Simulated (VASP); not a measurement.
# C: single point with RPBE+D4

C:

```
C
1.0
     2.50529    0.00000    0.00000
    -1.25265    2.16965    0.00000
     0.00000    0.00000   12.35442
C
12
Cartesian
  1.2526 0.7232 4.3848
  0.0000 1.4464 10.5620
  1.2526 0.7232 1.7924
  0.0000 1.4464 7.9696
  1.2526 0.7232 5.9206
  0.0000 1.4464 12.0978
  1.2526 0.7232 0.2566
  0.0000 1.4464 6.4338
  0.0000 0.0000 10.0455
  0.0000 0.0000 3.8683
  0.0000 0.0000 8.4861
  0.0000 0.0000 2.3089
```

* Program: VASP 6.6.1
* Task: single point
* Functional: RPBE
* Dispersion: D4
* Potentials or basis: VASP PAW PBE potentials, release 64 (C)
* Cutoff: 520 eV
* k mesh: 12 × 12 × 3
* Occupations: fermi-dirac, width 0.05 eV
* Spin: no spin polarisation

| Quantity | Value |
| --- | --- |
| Pressure | 0.6 GPa |
| Largest force | 0.007 eV/Å |
| Band gap on the k mesh | 4.47 eV (least direct gap 5.42 eV) |
| Dispersion energy per atom | -0.538 eV |

Forces on the atoms (eV/Å):
```
C    0.000  0.000 -0.007
C    0.000  0.000 -0.007
C    0.000  0.000  0.007
C    0.000  0.000  0.007
C    0.000  0.000  0.007
C    0.000  0.000  0.007
C    0.000  0.000 -0.007
C    0.000  0.000 -0.007
C    0.000  0.000  0.002
C    0.000  0.000  0.002
C    0.000  0.000 -0.002
C    0.000  0.000 -0.002
```

Levels at points of the mesh, in eV from the valence-band top:
```tsv
k point	band 21	band 22	band 23	band 24	band 25	band 26	band 27	band 28
(0.00, 0.00, 0.00)	-0.99	-0.16	0.00	0.00	5.42	5.42	5.55	6.52
(0.50, 0.00, 0.00)	-4.14	-4.10	-3.68	-2.96	4.65	5.25	5.31	5.64
```

Run time: 51 s on 1 thread of Intel(R) Xeon(R) 6975P-C (Granite Rapids), on a shared host, peak memory 0.2 GiB.

Caveat: the PAW data sets were made with another functional, which shifts forces and pressure a little; an odd mesh through Γ misses points on the zone boundary, where band edges can lie.
